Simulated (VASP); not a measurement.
Wanted: the native input for a VASP 6.6.1 run.

- Task: single point
- Functional: PBE
- Potentials or basis: VASP PAW PBE potentials, release 64 (B, N)
- Cutoff: 520 eV
- k mesh: 2 × 2 × 2
- Occupations: gaussian, width 0.05 eV
- Spin: collinear spin
- Dipole correction: no
- Further INCAR settings: LREAL = Auto; ALGO = Normal; EDIFF = 1e-06; NBANDS = 142

The structure of B27N26 (a cell with a defect) lies in POSCAR:

```
B27N26
1.0
    0.0000000000      5.4390030000      5.4390030000
    5.4390030000      0.0000000000      5.4390030000
    5.4390030000      5.4390030000      0.0000000000
B N
27 26
Direct
    0.0005955553     -0.0004777166      0.0003956490
    0.0009893817     -0.0002728859      0.3337696656
    0.0009905210     -0.0002736466      0.6664223125
    0.0009243635      0.3328457834      0.0007251793
   -0.0065920030      0.3355139480      0.3359961731
    0.0009244417      0.3328456956      0.6664146740
    0.0008933615      0.6655711236      0.0006935904
    0.0008918497      0.6655725560      0.3337512809
    0.0002198021      0.6662280400      0.6672301383
    0.3339678883     -0.0002726616      0.0007907148
    0.3368509969     -0.0092339132      0.3366436501
    0.3339680293     -0.0002721246      0.6664210142
    0.3361895063      0.3355019098     -0.0067612849
    0.3361842275      0.3355053537      0.3359795429
    0.3342410695      0.3330631337      0.6668016146
    0.3339488575      0.6655725535      0.0006930810
    0.3342751015      0.6657803575      0.3340788265
    0.3342752015      0.6657801973      0.6667741827
    0.6666234514     -0.0002751074      0.0007907777
    0.6666218188     -0.0002736113      0.3337698102
    0.6674114144     -0.0009315091      0.6672140398
    0.6666155372      0.3328457586      0.0007243215
    0.6669988271      0.3330623684      0.3340443843
    0.6669990790      0.3330624883      0.6668027621
    0.6674279237      0.6662281751      0.0000223145
    0.6669716479      0.6657800288      0.3340788755
    0.6674277321      0.6662283091      0.6672300357
    0.2504374093      0.2493233194      0.5825955429
    0.2504377960      0.2493232271      0.9185519156
    0.2504656785      0.5818159711      0.2502686370
    0.2504656940      0.5827608058      0.5838409511
    0.2504669541      0.5818139257      0.9183594051
    0.2505188698      0.9171756580      0.2503217219
    0.2505197560      0.9171766398      0.5828903850
    0.2506191661      0.9161783857      0.9170549420
    0.5827962408      0.2493230494      0.2502393310
    0.5840053539      0.2492838348      0.5838093450
    0.5827983384      0.2493223846      0.9185488676
    0.5840374277      0.5827606059      0.2502690706
    0.5840372917      0.5827609085      0.5838415928
    0.5838511215      0.5827242124      0.9171666515
    0.5830917365      0.9171734884      0.2503217302
    0.5838549862      0.9162070383      0.5836556643
    0.5838550277      0.9162069253      0.9171905171
    0.9187460905      0.2493242320      0.2502411664
    0.9187451118      0.2493235764      0.5825998195
    0.9172625450      0.2495213428      0.9170631964
    0.9185535326      0.5818166860      0.2502698584
    0.9173647096      0.5827244351      0.5836522287
    0.9173652287      0.5827242634      0.9171672193
    0.9172546015      0.9161786987      0.2504199730
    0.9173892432      0.9162073755      0.5836559995
    0.9172561688      0.9161774403      0.9170557171
```

These files were run (other wordings do the same):

INCAR

```
PREC = Accurate
ENCUT = 520
EDIFF = 1E-6
ISMEAR = 0
SIGMA = 0.05
LREAL = Auto
LASPH = T
NELM = 200
ALGO = Normal
ISIF = 2
LWAVE = F
LCHARG = F
ISPIN = 2
MAGMOM = 0 0 0 0 0.05 0 0 0 0 0 0.03 0 0.05 0.05 0.01 0 0.01 0.01 0 0 0 0 0.01 0.01 0 0.01 0 0 0 0 0 0 0 0 0 0 0 0 0 0 0 0 0 0 0 0 0 0 0 0 0 0 0
LORBIT = 11
GGA = PE
NBANDS = 142
GGA_COMPAT = F
KPAR = 2
NCORE = 2
```

KPOINTS

```
Automatic mesh
0
Gamma
  2 2 2
```

Potentials or basis: VASP PAW PBE potentials, release 64 (B, N).

Run with:

```bash
$ cat potpaw_PBE.64/B/POTCAR potpaw_PBE.64/N/POTCAR > POTCAR
$ mpirun -np 4 vasp_std > vasp.out
```

It gave:

```yaml
Pressure: -1.1 GPa
Largest_force: 0.012 eV/Å
Net_moment: 0.75 μB per cell
Site_moments: B +0.00, +0.10, +0.06, +0.01 (each value once); N -0.00, +0.00 (each value once) μB
Valence_electrons_inside_the_program's_atomic_spheres: B 2.02, 1.93, 1.94, 2.01 (each value once); N 3.96, 3.97 (each value once)
```

Caveat: the k points lie up to 0.50 Å⁻¹ apart.

It took 6.6 min on 4 MPI ranks on AMD EPYC 7R13 Processor (Zen 3) (shared host), peak memory 0.51 GiB a rank.
